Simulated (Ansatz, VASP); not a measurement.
**Hf2SeS3: VASP beside Ansatz**

```xyz
6
Lattice="8.2075 0.0000 0.0000 -4.1038 7.1079 0.0000 0.0000 0.0000 3.3720" Properties=species:S:1:pos:R:3 pbc="T T T"
Hf    0.0000    4.7386    1.6860
Hf    4.1038    2.3693    1.6860
Se    0.0000    0.0000    0.0000
S     4.1038    0.0000    1.6860
S    -2.0519    3.5540    1.6860
S     2.0519    3.5540    1.6860
```

Alike in both runs: task relaxation of cell and atoms; functional PBE; k mesh 6 × 6 × 12; occupations gaussian, width 0.1 eV; no spin polarisation.

|  | VASP | Ansatz |
| --- | --- | --- |
| version | VASP 6.6.1 | Ansatz 0.2.0 |
| potentials or method | VASP PAW PBE potentials, release 64 (Hf_pv, Se, S), cutoff 600 eV | scalar-relativistic, plane waves, PAW |
| valence electrons in the cell | 44 | 86 |

|  | VASP | Ansatz | Ansatz less VASP |
| --- | --- | --- | --- |
| gap on the k mesh at the Fermi level, each at its own relaxed structure (eV) | none | none | - |
| relaxed volume (Å³/atom) | 32.73 | 32.83 | +0.104 |
| relaxed length of the cell vector where the two differ most in proportion (Å) | 8.182 | 8.192 | +0.0096 |

A gap of «none» marks a metal or a gap that the smearing closes. VASP's potentials hold 44 valence electrons a cell and Ansatz's 86, so a difference there can come from the potentials and not from the codes.

Spin-orbit coupling is off throughout.
